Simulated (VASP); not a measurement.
Input of a VASP 6.6.1 run:

POSCAR

```
TiCo
1.0
    3.0446770546      0.0000000000      0.0000000000
    0.0000000000      3.0446770546      0.0000000000
    0.0000000000      0.0000000000      3.0446770546
Co Ti
1 1
Direct
    0.5000000000      0.5000000000      0.5000000000
    0.0000000000      0.0000000000      0.0000000000
```

File INCAR.step1:

```
PREC     = Accurate       # precision mode
ENCUT    = 520            # plane-wave cutoff, eV
ISMEAR   = -1             # smearing method
SIGMA    = 0.05           # smearing width, eV
LREAL    = False          # projectors in reciprocal space
LASPH    = True           # aspherical terms in the spheres
NELM     = 150            # most SCF steps
ISPIN    = 2              # spin polarisation
MAGMOM   = 2 1            # initial moments
LMAXMIX  = 4              # l up to which the mixer works
NBANDS   = 22             # bands
GGA      = PE             # functional
ALGO     = Normal         # electronic algorithm
EDIFF    = 1E-4           # SCF threshold, eV
LWAVE    = True           # write WAVECAR
LCHARG   = False          # write CHGCAR
```

The input INCAR.step2:

```
PREC     = Accurate       # precision mode
ENCUT    = 520            # plane-wave cutoff, eV
EDIFF    = 1E-6           # SCF threshold, eV
ISMEAR   = -1             # smearing method
SIGMA    = 0.05           # smearing width, eV
LREAL    = False          # projectors in reciprocal space
LASPH    = True           # aspherical terms in the spheres
NELM     = 150            # most SCF steps
ALGO     = Normal         # electronic algorithm
ISIF     = 2              # what is computed and relaxed
LWAVE    = False          # write WAVECAR
LCHARG   = False          # write CHGCAR
ISPIN    = 2              # spin polarisation
MAGMOM   = 2 1            # initial moments
LORBIT   = 11             # projections on sites
LMAXMIX  = 4              # l up to which the mixer works
METAGGA  = R2SCAN         # meta-GGA
LMIXTAU  = True         
NBANDS   = 22             # bands
ISTART   = 1
```

The input KPOINTS:

```
regular mesh
0
Gamma
  9 9 9
```

Potentials or basis: VASP PAW PBE potentials, release 64 (Co, Ti_sv).

Launch:

```sh
$ cat potpaw_PBE.64/Co/POTCAR potpaw_PBE.64/Ti_sv/POTCAR > POTCAR
$ cp INCAR.step1 INCAR
$ mpirun -np 1 vasp_std > vasp.out
$ cp INCAR.step2 INCAR
$ mpirun -np 1 vasp_std > vasp.out
```

Task: Predict the pressure.

Result: -7.4 GPa.

Task: Predict the site moments.

Result: Co +1.49; Ti -0.37 μB.

Task: Estimate the net moment.

Result: 0.87 μB per cell.

Caveat: the cell stands under tension; the PAW data sets were made with another functional, which shifts forces and pressure a little.
